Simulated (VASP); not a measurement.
Runs of VASP 6.6.1 on CsAg2. The structure is that of space group Pn-3m (No. 224), or close to it. The cells are those of the table. 

| task | cell | cutoff (eV) | gap on the mesh (eV) | pressure (GPa) |
| --- | --- | --- | --- | --- |
| relaxation of cell and atoms | relaxed from a = 5.759 Å, 6 atoms | 600 | none | 0.1 |
| single point | a = 5.759 Å, 6 atoms | 520 | none | (a) |
| single point | a = 7.807 Å, 6 atoms | 520 | none | 0.4 |
| single point | a = 8.210 Å, 6 atoms | 520 | none | 0.0 |

Alike in all rows: level PBE; potentials or basis VASP PAW PBE potentials, release 64 (Cs_sv, Ag); no spin polarisation; k mesh 4 × 4 × 4; smearing gaussian 0.1 eV.

Problem. Estimate the missing entries.

Solution. (a) 20.3.

Caveats: spin-orbit coupling is left out, which moves the levels of the heavy elements.

A k mesh can miss the band edges, and the runs leave out spin-orbit coupling on Ag, Cs.

A gap of «none» marks levels without a gap at the run's occupations.
